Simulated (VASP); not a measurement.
The system is BaZnSbCl.

```
Ba Cl Zn Sb
1.0
     4.70218    0.00000    0.00000
     0.00000    4.70218    0.00000
     0.00000    0.00000   10.36020
Ba Cl Zn Sb
2 2 2 2
Direct
  0.75000 0.75000 0.35079
  0.25000 0.25000 0.64921
  0.25000 0.75000 0.50000
  0.75000 0.25000 0.50000
  0.25000 0.75000 0.00000
  0.75000 0.25000 0.00000
  0.25000 0.25000 0.16604
  0.75000 0.75000 0.83396
```

Base run:

- Program: VASP 6.6.1
- Functional: PBE
- Potentials or basis: VASP PAW PBE potentials, release 64 (Ba_sv, Cl, Zn, Sb)
- Cutoff: 520 eV
- k mesh: 4 × 4 × 2
- Occupations: fermi-dirac, width 0.1 eV
- Spin: no spin polarisation

Its results: band gap on the k mesh zero (band 34 reaches 4.06 eV, above the bottom of band 35 at 3.99 eV); pressure 4.5 GPa; largest force 3.379 eV/Å.

Q: The run is repeated on the same cell with these changes: dispersion from none to D4. What comes out?

A: Band gap on the k mesh zero (band 34 reaches 4.06 eV, above the bottom of band 35 at 3.99 eV); pressure 2.9 GPa; largest force 3.388 eV/Å.

Dispersion adds attraction, which lowers the pressure at fixed volume and, as a term added to the energy, leaves the levels alone.

Caveats: spin-orbit coupling is left out, which moves the levels of the heavy elements; forces of over 1 eV/Å act on the atoms, so gaps and moduli don't describe the material at rest; pairwise dispersion overbinds metals, which lowers pressure and volume (some runs).
